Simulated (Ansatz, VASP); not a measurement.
**Cu: VASP beside Ansatz**

The input INCAR:

```
SYSTEM = Cu
  PREC = Accurate
  ENCUT = 520
  EDIFF = 1E-7
  ISMEAR = -1
  SIGMA = 0.05
  LREAL = .FALSE.
  LASPH = .TRUE.
  NELM = 80
  ALGO = Normal
  ISIF = 2
  LWAVE = .FALSE.
  LCHARG = .FALSE.
  NBANDS = 12
```

File KPOINTS:

```
regular mesh
0
G
  17 17 17
  0 0 0
```

POSCAR

```
Cu
1.0
    0.0000000000      1.7887153358      1.7887153358
    1.7887153358      0.0000000000      1.7887153358
    1.7887153358      1.7887153358      0.0000000000
Cu
1
Direct
    0.0000000000      0.0000000000      0.0000000000
```

Input for Ansatz:

```yaml
crystal:
  lattice:
    - [0.0, 1.7887153358, 1.7887153358]
    - [1.7887153358, 0.0, 1.7887153358]
    - [1.7887153358, 1.7887153358, 0.0]
  atoms:
    - { symbol: Cu, position: [0.0, 0.0, 0.0] }
kpoints:
  mp_grid: { grid: [17, 17, 17] }
  band_path:
    path:
      - [0.0, 0.0, 0.0]
      - [0.5, 0.0, 0.5]
      - [0.625, 0.25, 0.625]
      - [0.375, 0.375, 0.75]
      - [0.0, 0.0, 0.0]
      - [0.5, 0.5, 0.5]
      - [0.5, 0.25, 0.75]
      - [0.5, 0.0, 0.5]
    npoints: 5
scf:
  occupations: { method: fermi_dirac, width: 0.05 }
hamiltonian:
  xc: lda
  pseudopotentials: { kind: all_electron, lapw: { basis_error: 0.00025 } }
output:
  forces: true
  stress: true
  eigenvalues: true
```

Alike in both runs: task single point; functional LDA; k mesh 17 × 17 × 17; occupations fermi-dirac, width 0.05 eV; no spin polarisation.

```csv
,VASP,Ansatz
version,VASP 6.6.1,Ansatz 0.2.0
potentials or method,"VASP PAW LDA potentials, release 64 (Cu), cutoff 520 eV","all-electron LAPW, scalar-relativistic"
```

```tsv
	VASP	Ansatz	Ansatz less VASP
pressure (GPa)	-7.7	-8.6	-0.86
```

LDA's correlation is that of Perdew and Zunger in VASP and of Perdew and Wang (1992) in Ansatz. Ansatz ran all-electron here, and VASP with PAW potentials.
